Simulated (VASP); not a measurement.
**Al: single point with LDA**

Crystal: Al.

```
Al
1.0
     0.00000    1.92278    2.12518
     1.92278    0.00000    2.12518
     1.92278    1.92278    0.00000
Al
1
Direct
  0.00000 0.00000 0.00000
```

This cell differs from its parent crystal: strain -0.050 along x and y, +0.050 along z.

```
Program                : VASP 6.6.1
Task                   : single point
Functional             : LDA
Potentials or basis    : VASP PAW LDA potentials, release 64 (Al)
Cutoff                 : 520 eV
k mesh                 : 20 × 20 × 20
Occupations            : gaussian, width 0.15 eV
Spin                   : no spin polarisation
Dipole correction      : no
Further INCAR settings : ALGO = Fast; EDIFF = 1e-06; NBANDS = 8
```

```
Pressure : 1.4 GPa
```

Stress tensor (GPa, compression positive):
```
 3.87  0.00  0.00
 0.00  3.87  0.00
 0.00  0.00 -3.52
```

Levels at points of the mesh, in eV from the Fermi level:
```tsv
k point	band 1	band 2	band 3	band 4
(0.00, 0.00, 0.00)	-11.41	12.21	13.39	13.39
(0.50, 0.00, 0.00)	-4.69	-4.39	10.13	10.33
(0.50, 0.50, 0.00)	-3.87	-2.95	6.15	7.11
(0.50, 0.00, 0.50)	-2.46	-0.88	4.90	5.07
```

It took 30 s on 1 thread of Intel(R) Xeon(R) Platinum 8488C (Sapphire Rapids), with other jobs on the host, peak memory 0.17 GiB.

Caveat: the cell differs from its parent crystal (strain -0.050 along x and y, +0.050 along z).
